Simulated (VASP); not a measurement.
# Cu (Fm-3m) in VASP: a series of runs, part 3 of 3

VASP 6.6.1. Earlier steps stand in the parts before.

## Step 5: Single point, LDA

The input, INCAR:

```
SYSTEM = Cu
  PREC = Accurate
  ENCUT = 520
  EDIFF = 1E-7
  ISMEAR = 0
  SIGMA = 0.01
  LREAL = .FALSE.
  LASPH = .TRUE.
  NELM = 100
  ALGO = Normal
  ISIF = 2
  LWAVE = .FALSE.
  LCHARG = .TRUE.
  LELF = .TRUE.
  LVHAR = .TRUE.
  NBANDS = 12
```

The input, KPOINTS:

```
regular mesh
0
G
  15 15 15
  0 0 0
```

The input, POSCAR:

```
Cu
1.0
    0.0000000000      1.7588202533      1.7588202533
    1.7588202533      0.0000000000      1.7588202533
    1.7588202533      1.7588202533      0.0000000000
Cu
1
Direct
    0.0000000000      0.0000000000      0.0000000000
```

Potentials or basis: VASP PAW LDA potentials, release 64 (Cu).

Started as:

```sh
> cat potpaw_LDA.64/Cu/POTCAR > POTCAR
> mpirun -np 1 vasp_std > vasp.out
```

OUTCAR:

```text
SYSTEM = Cu
   PREC = Accurate
   ENCUT = 520
   EDIFF = 1E-7
   ISMEAR = 0
   LREAL = .FALSE.
   LASPH = .TRUE.
   NELM = 100
   ISIF = 2

 ion  position               nearest neighbor table
   1  0.000  0.000  0.000-

  LATTYP: Found a face centered cubic cell.
 ALAT       =     3.5176405066

  Lattice vectors:

 A1 = (   0.0000000000,   1.7588202533,   1.7588202533)
 A2 = (   1.7588202533,   0.0000000000,   1.7588202533)
 A3 = (   1.7588202533,   1.7588202533,   0.0000000000)

Analysis of symmetry for initial positions (statically):
=====================================================================
 Subroutine PRICEL returns:
 Original cell was already a primitive cell.

 Routine SETGRP: Setting up the symmetry group for a
 face centered cubic supercell.

 Subroutine GETGRP returns: Found 48 space group operations
 (whereof 48 operations were pure point group operations)
 out of a pool of 48 trial point group operations.

The static configuration has the point symmetry O_h .

Analysis of symmetry for dynamics (positions and initial velocities):
=====================================================================
 Subroutine PRICEL returns:
 Original cell was already a primitive cell.

 Routine SETGRP: Setting up the symmetry group for a
 face centered cubic supercell.

 Subroutine GETGRP returns: Found 48 space group operations
 (whereof 48 operations were pure point group operations)
 out of a pool of 48 trial point group operations.

The dynamic configuration has the point symmetry O_h .

 Subroutine INISYM returns: Found 48 space group operations
 (whereof 48 operations are pure point group operations),
 and found     1 'primitive' translations

----------------------------------------------------------------------------------------

                                     Primitive cell

  volume of cell :      10.8816

  direct lattice vectors                    reciprocal lattice vectors
     0.000000000  1.758820253  1.758820253    -0.284281466  0.284281466  0.284281466
     1.758820253  0.000000000  1.758820253     0.284281466 -0.284281466  0.284281466
     1.758820253  1.758820253  0.000000000     0.284281466  0.284281466 -0.284281466

  length of vectors
     2.487347456  2.487347456  2.487347456     0.492389943  0.492389943  0.492389943

  position of ions in fractional coordinates (direct lattice)
     0.000000000  0.000000000  0.000000000

  ion indices of the primitive-cell ions
   primitive index   ion index
                 1           1

----------------------------------------------------------------------------------------

 KPOINTS: regular mesh

Automatic generation of k-mesh.
 Grid dimensions read from file:
 generate k-points for:   15   15   15

 Generating k-lattice:

  Cartesian coordinates                     Fractional coordinates (reciprocal lattice)
    -0.018952098  0.018952098  0.018952098     0.066666667  0.000000000  0.000000000
     0.018952098 -0.018952098  0.018952098     0.000000000  0.066666667  0.000000000
     0.018952098  0.018952098 -0.018952098     0.000000000  0.000000000  0.066666667

  Length of vectors
     0.032825996  0.032825996  0.032825996

  Shift w.r.t. Gamma in fractional coordinates (k-lattice)
     0.000000000  0.000000000  0.000000000

 Subroutine IBZKPT returns following result:
 ===========================================

 Found    120 irreducible k-points:

 Following reciprocal coordinates:
            Coordinates               Weight
  0.000000  0.000000  0.000000      1.000000
  0.066667  0.000000  0.000000      8.000000
  0.133333  0.000000  0.000000      8.000000
  0.200000  0.000000  0.000000      8.000000
  0.266667  0.000000  0.000000      8.000000
  0.333333  0.000000  0.000000      8.000000
[... 16 lines left out ...]
  0.133333  0.133333  0.000000      6.000000
  0.200000  0.133333  0.000000     24.000000
 [... further k-points ...]
   k-points           NKPTS =    120   k-points in BZ     NKDIM =    120   number of bands    NBANDS=     12
   number of dos      NEDOS =    301   number of ions     NIONS =      1
   total plane-waves  NPLWV =   5832
   dimension x,y,z NGX =    18 NGY =   18 NGZ =   18
   dimension x,y,z NGXF=    36 NGYF=   36 NGZF=   36
   ions per type =               1
   NGX,Y,Z   is equivalent  to a cutoff of  12.03, 12.03, 12.03 a.u.
   NGXF,Y,Z  is equivalent  to a cutoff of  24.06, 24.06, 24.06 a.u.
 SYSTEM =  Cu
   PREC   = accura    normal or accurate (medium, high low for compatibility)
   ISTART =      0    job   : 0-new  1-cont  2-samecut
   ICHARG =      2    charge: 1-file 2-atom 10-const
   ISPIN  =      1    spin polarized calculation?
   LNONCOLLINEAR =      F non collinear calculations
   LSORBIT =      F    spin-orbit coupling
   LASPH  =      T    aspherical Exc in radial PAW
   ENCUT  =  520.0 eV  38.22 Ry    6.18 a.u.   4.62  4.62  4.62*2*pi/ulx,y,z
   NELM   =    100;   NELMIN=  2; NELMDL= -5     # of ELM steps
   EDIFF  = 0.1E-06   stopping-criterion for ELM
   LREAL  =      F    real-space projection
   EDIFFG = 0.1E-05   stopping-criterion for IOM
   NSW    =      0    number of steps for IOM
   IBRION =     -1    ionic relax: 0-MD 1-quasi-New 2-CG
   NFREE  =      0    steps in history (QN), initial steepest desc. (CG)
   ISIF   =      2    stress and relaxation
   ISYM   =      2    0-nonsym 1-usesym 2-fastsym
   POTIM  = 0.5000    time-step for ionic-motion
   TEBEG  =    0.0;   TEEND  =   0.0 temperature during run
   PSTRESS=    0.0 pullay stress
   NELECT =      11.0000    total number of electrons
   NUPDOWN=      -1.0000    fix difference up-down
   EMIN   =  10.00;   EMAX   =-10.00  energy-range for DOS
   EFERMI =   0.00;   METHOD = LEGACY
   ISMEAR =     0;   SIGMA  =   0.01  broadening in eV -4-tet -1-fermi 0-gaus
   EFERMI_NEDOS =   21; number of points for ismear=-14 and -15
   IALGO  =     38    algorithm
   IMIX   =      4    mixing-type and parameters
     AMIX     =   0.40;   BMIX     =  1.00
     AMIX_MAG =   1.60;   BMIX_MAG =  1.00
  volume/ion in A,a.u.               =      10.88        73.43
  Fermi-wavevector in a.u.,A,eV,Ry     =   1.643013  3.104844 36.728804  2.699491
  Thomas-Fermi vector in A             =   2.733219
   LORBIT       =      0    0 simple, 1 ext, 2 COOP (PROOUT), +10 PAW based schemes
   GGA     = CA    functional components
   LHFCALC =     F    Hartree Fock is set to
   AEXX    =    0.0000 exact exchange contribution
   IVDW    =     0    specifies the selected vdW correction
   LEPSILON=     F    determine dielectric tensor
   LRPA    =     F    only Hartree local field effects (RPA)
 non-spin polarized calculation
 Gauss-broadening in eV      SIGMA  =   0.01
  energy-cutoff  :      520.00
  volume of cell :       10.88
 maximum number of plane-waves:       303
   NGX =  9   NGY =  9   NGZ =  9

 number of electron      10.9999994 magnetization

 Free energy of the ion-electron system (eV)
  ---------------------------------------------------
  ext. energy  EPLUGINS =         0.00000000
  ---------------------------------------------------
  free energy    TOTEN  =        -4.70691062 eV

  energy without entropy =       -4.70681061  energy(sigma->0) =       -4.70686061

 E-fermi :   8.4872     XC(G=0): -13.5891

 val. band max:        8.4867122384   @ k =  -0.4667   0.1333   0.0667
 cond. band min:       8.6407268992   @ k =   0.4667   0.2667   0.0000
 fundamental gap:      0.1540146608
 Fermi energy:         8.4872109689

 k-point     1 :       0.0000    0.0000    0.0000
  band No.  band energies     occupation
      1      -1.5788      2.00000
      2       5.0640      2.00000
      3       5.0640      2.00000
      4       5.0640      2.00000
      5       6.0141      2.00000
      6       6.0141      2.00000
      7      31.7375      0.00000
      8      34.8617      0.00000
      9      34.8617      0.00000
     10      34.8617      0.00000
     11      37.4789      0.00000
     12      37.4789      0.00000

 k-point     2 :       0.0667    0.0000    0.0000
  band No.  band energies     occupation
      1      -1.4071      2.00000
      2       5.0248      2.00000
      3       5.0986      2.00000
      4       5.0986      2.00000
      5       6.0003      2.00000
      6       6.0003      2.00000
      7      30.8394      0.00000
      8      33.1132      0.00000
      9      34.3697      0.00000
     10      34.3697      0.00000
     11      38.1959      0.00000
     12      38.1959      0.00000
[... 316 lines left out ...]
 k-point    24 :       0.2000    0.1333    0.0000
  band No.  band energies     occupation
      1      -0.0880      2.00000
      2       4.6512      2.00000
      3       5.3724      2.00000
      4       5.4032      2.00000
      5       5.7249      2.00000
      6       6.1726      2.00000
      7      26.9152      0.00000
      8      29.3248      0.00000
      9      30.2697      0.00000
     10      32.5018      0.00000
     11      35.8620      0.00000
     12      41.2862      0.00000

 [... further k-points ...]
[... 5 lines left out ...]
  --------------------------------------------------------------------------------------
  -------------------------------------------------------------------------------------
  Total        0.0492257      0.0492257      0.0492257      0.0000000      0.0000000      0.0000000
  in kB        7.2478362      7.2478362      7.2478362      0.0000000      0.0000000      0.0000000
  external PRESSURE =       7.2478362 kB  Pullay stress =       0.0000000 kB

 VOLUME and BASIS-vectors are now :
 -----------------------------------------------------------------------------
  energy-cutoff  :      520.00
  volume of cell :       10.88
      direct lattice vectors                 reciprocal lattice vectors
     0.000000000  1.758820253  1.758820253    -0.284281466  0.284281466  0.284281466
     1.758820253  0.000000000  1.758820253     0.284281466 -0.284281466  0.284281466
     1.758820253  1.758820253  0.000000000     0.284281466  0.284281466 -0.284281466

 POSITION                                       TOTAL-FORCE (eV/Angst)
 -----------------------------------------------------------------------------------
      0.00000      0.00000      0.00000        -0.000000      0.000000     -0.000000
 -----------------------------------------------------------------------------------
    total drift:                               -0.000000     -0.000000     -0.000000

  FREE ENERGIE OF THE ION-ELECTRON SYSTEM (eV)
  ---------------------------------------------------
  free  energy   TOTEN  =        -4.7069106164 eV

  energy  without entropy=       -4.7068106087  energy(sigma->0) =       -4.70686061
```

OSZICAR:

```text
N       E                     dE             d eps       ncg     rms          rms(c)
DAV:   1     0.408486353158E+02    0.40849E+02   -0.53960E+03  3252   0.161E+03
DAV:   2    -0.437417257037E+01   -0.45223E+02   -0.41415E+02  2968   0.209E+02
DAV:   3    -0.571941757499E+01   -0.13452E+01   -0.13285E+01  3332   0.403E+01
DAV:   4    -0.572817862705E+01   -0.87611E-02   -0.87600E-02  3240   0.284E+00
DAV:   5    -0.572826126237E+01   -0.82635E-04   -0.82635E-04  3440   0.283E-01    0.806E+00
DAV:   6    -0.507726525857E+01    0.65100E+00   -0.14853E+01  3448   0.765E+01    0.371E+00
DAV:   7    -0.472513972153E+01    0.35213E+00   -0.22144E+00  3452   0.295E+01    0.657E-01
DAV:   8    -0.470825666694E+01    0.16883E-01   -0.66503E-03  3704   0.951E-01    0.264E-01
DAV:   9    -0.470689719366E+01    0.13595E-02   -0.60762E-03  3676   0.136E+00    0.130E-02
DAV:  10    -0.470690896179E+01   -0.11768E-04   -0.21431E-05  3256   0.632E-02    0.419E-03
DAV:  11    -0.470691061829E+01   -0.16565E-05   -0.60227E-07  3792   0.942E-03    0.400E-04
DAV:  12    -0.470691061636E+01    0.19290E-08   -0.70568E-09  1952   0.109E-03
   1 F= -.47069106E+01 E0= -.47068606E+01  d E =-.100008E-03
```

Run time: 7 s. Hardware: 1 thread of Intel Xeon 6975P-C, shared host; peak memory 0.13 GiB.

Results:

```
Free energy : -4.7069 eV
Pressure    : 0.7 GPa
```

Levels at points of the mesh, in eV from the Fermi level:
```tsv
k point	band 4	band 5	band 6	band 7	band 8	band 9
(0.00, 0.00, 0.00)	-3.42	-2.47	-2.47	23.25	26.37	26.37
```

## Step 6: Overview

| smearing | gap on the mesh (eV) | pressure (GPa) |
| --- | --- | --- |
| fermi-dirac 0.3 eV | none | 1.4 |
| fermi-dirac 0.6 eV | none | 4.2 |
| fermi-dirac 1 eV | none | 11.7 |
| gaussian 0.01 eV | none | 0.7 |

Alike in all rows: task single point; level LDA; potentials or basis VASP PAW LDA potentials, release 64 (Cu); no spin polarisation; cell as given; k mesh 15 × 15 × 15; cutoff (eV) 520.

Every run on the cell as given and a fine mesh finds a metal.

Total energies depend on the potentials used, so only differences within one code and one set of settings carry meaning.
